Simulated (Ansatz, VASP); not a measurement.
**One calculation of LiSb2, two programs**

File INCAR:

```
SYSTEM = LiSb2
ALGO = Normal
EDIFF = 1E-6
EDIFFG = -0.01
ENCUT = 600
GGA = PE
IBRION = 2
ISIF = 3
ISMEAR = 0
LASPH = .TRUE.
LCHARG = .FALSE.
LREAL = .FALSE.
LWAVE = .FALSE.
NELM = 100
NSW = 60
PREC = Accurate
SIGMA = 0.1229
```

The input KPOINTS:

```
k-points
0
G
  4 4 4
  0 0 0
```

Contents of POSCAR:

```
LiSb2
1.0
    0.0000000000      2.7643230000      4.7229800000
    0.0000000000     -2.7643230000      4.7229800000
    4.8713630000      2.7643230000      0.0000000000
Li Sb
2 4
Direct
    0.0000000000      0.0000000000      0.0000000000
    0.2500000000      0.2500000000      0.5000000000
    0.6670000000      0.3330000000      0.6660000000
    0.3330000000      0.6670000000      0.3340000000
    0.5830000000      0.9170000000      0.8340000000
    0.9170000000      0.5830000000      0.1660000000
```

Input for Ansatz:

```yaml
crystal:
  lattice:
    - [0.0, 2.764323, 4.72298]
    - [0.0, -2.764323, 4.72298]
    - [4.871363, 2.764323, 0.0]
  atoms:
    - { symbol: Li, position: [0.0, 0.0, 0.0] }
    - { symbol: Li, position: [0.25, 0.25, 0.5] }
    - { symbol: Sb, position: [0.667, 0.333, 0.666] }
    - { symbol: Sb, position: [0.333, 0.667, 0.334] }
    - { symbol: Sb, position: [0.583, 0.917, 0.834] }
    - { symbol: Sb, position: [0.917, 0.583, 0.166] }
  symmetry: { tolerance: 0.0003 }
kpoints:
  mp_grid: { grid: [4, 4, 4], shift: [0, 0, 0] }
magnetization:
  spin_polarized: false
scf:
  occupations: { method: gaussian, width: 0.1229 }
hamiltonian:
  pseudopotentials: { kind: paw }
  xc: pbe
basis:
  ecutwfc: 420
output:
  forces: true
  stress: true
  eigenvalues: true
  write_density: true
  write_potential: true
  elf: true
  volumetric_format: npy
relax:
  max_steps: 40
  cell: {}
```

Alike in both runs: task relaxation of cell and atoms; functional PBE; k mesh 4 × 4 × 4; occupations gaussian, width 0.1229 eV; no spin polarisation.

|  | VASP | Ansatz |
| --- | --- | --- |
| version | VASP 6.6.1 | Ansatz 0.2.0 |
| potentials or method | VASP PAW PBE potentials, release 64 (Li_sv, Sb), cutoff 600 eV | PAW plane waves |
| valence electrons in the cell | 26 | 66 |

|  | VASP | Ansatz | Ansatz less VASP |
| --- | --- | --- | --- |
| gap on the k mesh at the Fermi level, each at its own relaxed structure (eV) | none | none | - |
| relaxed volume (Å³/atom) | 24.74 | 24.76 | +0.022 |
| relaxed cell length with the largest relative difference (Å) | 5.732 | 5.737 | +0.0058 |

A gap of «none» marks a metal or a gap that the smearing closes. VASP's potentials hold 26 valence electrons a cell and Ansatz's 66, so a difference there can come from the potentials and not from the codes.

The k mesh is coarse, so the values compare programs but aren't converged. Spin-orbit coupling is off throughout. Noted on VASP's run: the cutoff is short for stress, so the pressure is rough; the volume moved by over 15 % at a fixed basis, so the end points are rough.
